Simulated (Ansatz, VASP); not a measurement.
**Two plane-wave programs on Pb**

```
CELL_PARAMETERS angstrom
0.00000 2.49475 2.49475
2.49475 0.00000 2.49475
2.49475 2.49475 0.00000
ATOMIC_POSITIONS crystal
Pb 0.00000 0.00000 0.00000
```

Alike in both runs: task single point; functional PBEsol; k mesh 6 × 6 × 6; occupations gaussian, width 0.1 eV; no spin polarisation.

```csv
,VASP,Ansatz
version,VASP 6.6.1,Ansatz 0.2.0
potentials or method,"VASP PAW PBE potentials, release 64 (Pb_d), cutoff 500 eV","scalar-relativistic, plane waves, PAW"
valence electrons in the cell,14,14
```

```tsv
	VASP	Ansatz	Ansatz less VASP
gap on the k mesh at the Fermi level (eV)	none	none	-
pressure (GPa)	-0.7	-0.7	+0.08
```

VASP's potentials were made for PBE, not for PBEsol. A gap of «none» marks a metal or a gap that the smearing closes.

The k mesh is coarse, so the values compare programs but aren't converged. Neither program's run includes spin-orbit coupling.
